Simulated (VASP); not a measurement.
# Al (I4/mmm) in VASP: further runs

Runs on Al. Level: PBEsol+D3(BJ). Tasks: single point.

All numbers are computed with VASP 6.6.1; they aren't measurements. Logs are shortened: lines on timing, memory, paths and dates and some standing lists are left out, and cuts for length are marked.

## Step 1: The cell of the first run

It takes space group I4/mmm (No. 139, tetragonal). Conventional cell: a = 2.862 Å, b = 2.862 Å, c = 3.805 Å, α = 90.00°, β = 90.00°, γ = 90.00°. Within 3.7 Å of Al (site symmetry 4/mmm) lie 12 Al at 2.78 to 2.86 Å.

## Step 2: Single point, PBEsol+D3(BJ) (strain -0.0600 x Voigt [0, 0, 1, 0, 0, 0])

File INCAR:

```
SYSTEM = Al
PREC = Accurate
ENCUT = 520
EDIFF = 1E-6
ISMEAR = 0
SIGMA = 0.15
LREAL = .FALSE.
LASPH = .TRUE.
NELM = 60
ALGO = Normal
ISIF = 2
LWAVE = .FALSE.
LCHARG = .FALSE.
GGA = PS
IVDW = 12
NBANDS = 8
```

File KPOINTS:

```
regular mesh
0
G
  20 20 20
  0 0 0
```

File POSCAR:

```
Al
1.0
    0.0000000000      2.0239800000      1.9025412000
    2.0239800000      0.0000000000      1.9025412000
    2.0239800000      2.0239800000      0.0000000000
Al
1
Direct
    0.0000000000      0.0000000000      0.0000000000
```

Potentials or basis: VASP PAW PBE potentials, release 64 (Al).

The run is started by

```
$ cat potpaw_PBE.64/Al/POTCAR > POTCAR
$ mpirun -np 1 vasp_std > vasp.out
```

OUTCAR:

```text
SYSTEM = Al
   PREC = Accurate
   ENCUT = 520
   EDIFF = 1E-6
   ISMEAR = 0
   LREAL = .FALSE.
   LASPH = .TRUE.
   NELM = 60
   ISIF = 2
   GGA = PS
   IVDW = 12
 IVDW          = 12

 ion  position               nearest neighbor table
   1  0.000  0.000  0.000-

  LATTYP: Found a body centered tetragonal cell.
 ALAT       =     2.8623399660
 C/A-ratio  =     1.3293607486

  Lattice vectors:

 A1 = (   0.0000000000,  -2.0239800000,  -1.9025412000)
 A2 = (   0.0000000000,   2.0239800000,  -1.9025412000)
 A3 = (   2.0239800000,   0.0000000000,   1.9025412000)

Analysis of symmetry for initial positions (statically):
=====================================================================
 Subroutine PRICEL returns:
 Original cell was already a primitive cell.

 Routine SETGRP: Setting up the symmetry group for a
 body centered tetragonal supercell.

 Subroutine GETGRP returns: Found 16 space group operations
 (whereof 16 operations were pure point group operations)
 out of a pool of 16 trial point group operations.

The static configuration has the point symmetry D_4h.

Analysis of symmetry for dynamics (positions and initial velocities):
=====================================================================
 Subroutine PRICEL returns:
 Original cell was already a primitive cell.

 Routine SETGRP: Setting up the symmetry group for a
 body centered tetragonal supercell.

 Subroutine GETGRP returns: Found 16 space group operations
 (whereof 16 operations were pure point group operations)
 out of a pool of 16 trial point group operations.

The dynamic configuration has the point symmetry D_4h.

 Subroutine INISYM returns: Found 16 space group operations
 (whereof 16 operations are pure point group operations),
 and found     1 'primitive' translations

----------------------------------------------------------------------------------------

                                     Primitive cell

  volume of cell :      15.5875

  direct lattice vectors                    reciprocal lattice vectors
     0.000000000  2.023980000  1.902541200    -0.247038014  0.247038014  0.262806398
     2.023980000  0.000000000  1.902541200     0.247038014 -0.247038014  0.262806398
     2.023980000  2.023980000  0.000000000     0.247038014  0.247038014 -0.262806398

  length of vectors
     2.777797339  2.777797339  2.862339966     0.437175896  0.437175896  0.437175896

  position of ions in fractional coordinates (direct lattice)
     0.000000000  0.000000000  0.000000000

  ion indices of the primitive-cell ions
   primitive index   ion index
                 1           1

----------------------------------------------------------------------------------------

 KPOINTS: regular mesh

Automatic generation of k-mesh.
 Grid dimensions read from file:
 generate k-points for:   20   20   20

 Generating k-lattice:

  Cartesian coordinates                     Fractional coordinates (reciprocal lattice)
    -0.012351901  0.012351901  0.013140320     0.050000000  0.000000000  0.000000000
     0.012351901 -0.012351901  0.013140320     0.000000000  0.050000000  0.000000000
     0.012351901  0.012351901 -0.013140320    -0.000000000 -0.000000000  0.050000000

  Length of vectors
     0.021858795  0.021858795  0.021858795

  Shift w.r.t. Gamma in fractional coordinates (k-lattice)
     0.000000000  0.000000000  0.000000000

 Subroutine IBZKPT returns following result:
 ===========================================

 Found    641 irreducible k-points:

 Following reciprocal coordinates:
            Coordinates               Weight
  0.000000  0.000000  0.000000      1.000000
  0.050000  0.000000  0.000000      8.000000
  0.100000  0.000000  0.000000      8.000000
  0.150000  0.000000  0.000000      8.000000
  0.200000  0.000000  0.000000      8.000000
  0.250000  0.000000  0.000000      8.000000
[... 16 lines left out ...]
 -0.400000  0.050000  0.000000      8.000000
 -0.350000  0.050000  0.000000      8.000000
 [... further k-points ...]
   k-points           NKPTS =    641   k-points in BZ     NKDIM =    641   number of bands    NBANDS=      8
   number of dos      NEDOS =    301   number of ions     NIONS =      1
   total plane-waves  NPLWV =  13824
   dimension x,y,z NGX =    24 NGY =   24 NGZ =   24
   dimension x,y,z NGXF=    48 NGYF=   48 NGZF=   48
   ions per type =               1
   NGX,Y,Z   is equivalent  to a cutoff of  14.36, 14.36, 13.94 a.u.
   NGXF,Y,Z  is equivalent  to a cutoff of  28.73, 28.73, 27.88 a.u.
 SYSTEM =  Al
   PREC   = accura    normal or accurate (medium, high low for compatibility)
   ISTART =      0    job   : 0-new  1-cont  2-samecut
   ICHARG =      2    charge: 1-file 2-atom 10-const
   ISPIN  =      1    spin polarized calculation?
   LNONCOLLINEAR =      F non collinear calculations
   LSORBIT =      F    spin-orbit coupling
   LASPH  =      T    aspherical Exc in radial PAW
   ENCUT  =  520.0 eV  38.22 Ry    6.18 a.u.   5.16  5.16  5.32*2*pi/ulx,y,z
   NELM   =     60;   NELMIN=  2; NELMDL= -5     # of ELM steps
   EDIFF  = 0.1E-05   stopping-criterion for ELM
   LREAL  =      F    real-space projection
   EDIFFG = 0.1E-04   stopping-criterion for IOM
   NSW    =      0    number of steps for IOM
   IBRION =     -1    ionic relax: 0-MD 1-quasi-New 2-CG
   NFREE  =      0    steps in history (QN), initial steepest desc. (CG)
   ISIF   =      2    stress and relaxation
   ISYM   =      2    0-nonsym 1-usesym 2-fastsym
   POTIM  = 0.5000    time-step for ionic-motion
   TEBEG  =    0.0;   TEEND  =   0.0 temperature during run
   PSTRESS=    0.0 pullay stress
   NELECT =       3.0000    total number of electrons
   NUPDOWN=      -1.0000    fix difference up-down
   EMIN   =  10.00;   EMAX   =-10.00  energy-range for DOS
   EFERMI =   0.00;   METHOD = LEGACY
   ISMEAR =     0;   SIGMA  =   0.15  broadening in eV -4-tet -1-fermi 0-gaus
   EFERMI_NEDOS =   21; number of points for ismear=-14 and -15
   IALGO  =     38    algorithm
   IMIX   =      4    mixing-type and parameters
     AMIX     =   0.40;   BMIX     =  1.00
     AMIX_MAG =   1.60;   BMIX_MAG =  1.00
  volume/ion in A,a.u.               =      15.59       105.19
  Fermi-wavevector in a.u.,A,eV,Ry     =   0.945199  1.786166 12.155451  0.893400
  Thomas-Fermi vector in A             =   2.073077
   LORBIT       =      0    0 simple, 1 ext, 2 COOP (PROOUT), +10 PAW based schemes
   GGA     = PS    functional components
   LHFCALC =     F    Hartree Fock is set to
   AEXX    =    0.0000 exact exchange contribution
   IVDW    =    12    specifies the selected vdW correction
   LEPSILON=     F    determine dielectric tensor
   LRPA    =     F    only Hartree local field effects (RPA)
 non-spin polarized calculation
 Gauss-broadening in eV      SIGMA  =   0.15
  energy-cutoff  :      520.00
  volume of cell :       15.59
 maximum number of plane-waves:       439
 NGX is ok and might be reduce to    24
   NGX = 11   NGY = 11   NGZ = 11

 number of electron       3.0000000 magnetization

 Free energy of the ion-electron system (eV)
  ---------------------------------------------------
  ext. energy  EPLUGINS =         0.00000000
  ---------------------------------------------------
  free energy    TOTEN  =        -4.08089057 eV

  energy without entropy =       -4.07679218  energy(sigma->0) =       -4.07884137

 E-fermi :   8.5443     XC(G=0): -10.4660

 val. band max:        8.5405484253   @ k =  -0.4000   0.4000   0.2000
 cond. band min:       8.5456524492   @ k =   0.4000   0.1000   0.0500
 fundamental gap:      0.0051040238
 Fermi energy:         8.5442845252

 k-point     1 :       0.0000    0.0000    0.0000
  band No.  band energies     occupation
      1      -2.9732      2.00000
      2      21.2956      0.00000
      3      21.2956      0.00000
      4      21.9659      0.00000
      5      23.2912      0.00000
      6      23.5016      0.00000
      7      23.5016      0.00000
      8      25.5225      0.00000

 k-point     2 :       0.0500    0.0000    0.0000
  band No.  band energies     occupation
      1      -2.9026      2.00000
      2      20.1944      0.00000
      3      21.0618      0.00000
      4      21.5719      0.00000
      5      23.6321      0.00000
      6      23.8393      0.00000
      7      23.9425      0.00000
      8      26.2946      0.00000

 k-point     3 :       0.1000    0.0000    0.0000
  band No.  band energies     occupation
      1      -2.6907      2.00000
      2      18.1993      0.00000
      3      20.5980      0.00000
      4      21.1403      0.00000
      5      23.9508      0.00000
      6      24.4125      0.00000
      7      24.5565      0.00000
      8      26.1010      0.00000

 k-point     4 :       0.1500    0.0000    0.0000
  band No.  band energies     occupation
      1      -2.3384      2.00000
      2      16.1219      0.00000
      3      20.1335      0.00000
      4      20.7604      0.00000
      5      23.8213      0.00000
      6      24.6232      0.00000
      7      25.2301      0.00000
      8      26.0487      0.00000

 k-point     5 :       0.2000    0.0000    0.0000
  band No.  band energies     occupation
      1      -1.8468      2.00000
      2      14.0867      0.00000
      3      19.7430      0.00000
      4      20.4664      0.00000
      5      23.6519      0.00000
      6      23.7318      0.00000
      7      25.2464      0.00000
      8      26.6939      0.00000
[... 177 lines left out ...]
 k-point    22 :      -0.4500    0.0500    0.0000
  band No.  band energies     occupation
      1       3.0310      2.00000
      2       5.0137      2.00000
      3      18.8815      0.00000
      4      19.6770      0.00000
      5      20.6514      0.00000
      6      20.8289      0.00000
      7      24.2454      0.00000
      8      26.6862      0.00000

 k-point    23 :      -0.4000    0.0500    0.0000
  band No.  band energies     occupation
      1       1.8467      2.00000
      2       6.4976      2.00000
      3      19.3373      0.00000
      4      19.3636      0.00000
      5      20.4569      0.00000
      6      21.3239      0.00000
      7      23.9683      0.00000
      8      27.3810      0.00000

 k-point    24 :      -0.3500    0.0500    0.0000
  band No.  band energies     occupation
      1       0.7827      2.00000
      2       8.1055      1.99996
      3      19.1029      0.00000
      4      19.9630      0.00000
      5      20.3786      0.00000
      6      21.9403      0.00000
      7      23.8207      0.00000
      8      28.1676      0.00000

 [... further k-points ...]

------------------------ aborting loop because EDIFF is reached ----------------------------------------

 Edisp (eV)   -0.33636

 E8    (eV) :    -0.2265

  FORCE on cell =-STRESS in cart. coord.  units (eV):
  Direction    XX          YY          ZZ          XY          YZ          ZX
  --------------------------------------------------------------------------------------
  -------------------------------------------------------------------------------------
  Total      -0.11662    -0.11662     0.29259     0.00000     0.00000    -0.00000
  in kB     -11.98668   -11.98668    30.07461     0.00000     0.00000    -0.00000
  external pressure =        2.03 kB  Pullay stress =        0.00 kB

 VOLUME and BASIS-vectors are now :
 -----------------------------------------------------------------------------
  energy-cutoff  :      520.00
  volume of cell :       15.59
      direct lattice vectors                 reciprocal lattice vectors
     0.000000000  2.023980000  1.902541200    -0.247038014  0.247038014  0.262806398
     2.023980000  0.000000000  1.902541200     0.247038014 -0.247038014  0.262806398
     2.023980000  2.023980000  0.000000000     0.247038014  0.247038014 -0.262806398

 POSITION                                       TOTAL-FORCE (eV/Angst)
 -----------------------------------------------------------------------------------
      0.00000      0.00000      0.00000        -0.000000     -0.000000      0.000000
 -----------------------------------------------------------------------------------
    total drift:                                0.000000      0.000000     -0.000000

  FREE ENERGIE OF THE ION-ELECTRON SYSTEM (eV)
  ---------------------------------------------------
  free  energy   TOTEN  =        -4.4172521611 eV

  energy  without entropy=       -4.4131537711  energy(sigma->0) =       -4.41520297
```

Wall time 21 s (1 thread of Intel Xeon Platinum 8559C (Emerald Rapids), shared host); peak memory 0.19 GiB.

What came out:

```
Free energy                : -4.4173 eV
Pressure                   : 0.2 GPa
Dispersion energy per atom : -0.336 eV
```

Stress tensor (GPa, compression positive):
```
-1.20  0.00  0.00
 0.00 -1.20  0.00
 0.00  0.00  3.01
```

Caveat: the cell differs from its parent crystal (strain -0.0600 x Voigt [0, 0, 1, 0, 0, 0]); the PAW data sets were made with another functional, which shifts forces and pressure a little; pairwise dispersion overbinds metals, which lowers pressure and volume.

## Step 3: Single point, PBEsol+D3(BJ) (strain -0.0450 x Voigt [0, 0, 1, 0, 0, 0])

File INCAR:

```
SYSTEM = Al
PREC = Accurate
ENCUT = 520
EDIFF = 1E-6
ISMEAR = 0
SIGMA = 0.15
LREAL = .False.
LASPH = .True.
NELM = 60
ALGO = Fast
ISIF = 2
LWAVE = .False.
LCHARG = .False.
GGA = PS
IVDW = 12
NBANDS = 8
```

File KPOINTS:

```
Automatic mesh
0
Gamma
  20 20 20
  0 0 0
```

File POSCAR:

```
Al
1.0
    0.0000000000      2.0239800000      1.9329009000
    2.0239800000      0.0000000000      1.9329009000
    2.0239800000      2.0239800000      0.0000000000
Al
1
Direct
    0.0000000000      0.0000000000      0.0000000000
```

Potentials or basis: VASP PAW PBE potentials, release 64 (Al).

The run is started by

```
$ cat potpaw_PBE.64/Al/POTCAR > POTCAR
$ mpirun -np 1 vasp_std > vasp.out
```

It took 27 s on 1 thread of Intel Xeon Platinum 8559C (Emerald Rapids), shared host; peak memory 0.19 GiB.

Results (log left out):

- Free energy: -4.4200 eV
- Pressure: -1.3 GPa
- Dispersion energy per atom: -0.331 eV

Stress tensor (GPa, compression positive):
```
-2.23  0.00  0.00
 0.00 -2.23  0.00
 0.00  0.00  0.49
```

Levels at points of the mesh, in eV from the Fermi level:
```tsv
k point	band 1	band 2	band 3	band 4	band 5	band 6
(0.00, 0.00, 0.00)	-11.42	12.68	12.68	13.18	14.54	14.69
(0.50, 0.00, 0.00)	-4.76	-4.43	11.10	11.27	12.07	12.23
(0.50, 0.50, 0.00)	-2.54	-0.98	4.90	5.21	5.21	8.88
(0.50, 0.00, 0.50)	-3.25	-1.94	5.47	5.94	6.24	9.73
```

Caveat: the cell differs from its parent crystal (strain -0.0450 x Voigt [0, 0, 1, 0, 0, 0]); the PAW data sets were made with another functional, which shifts forces and pressure a little; pairwise dispersion overbinds metals, which lowers pressure and volume.
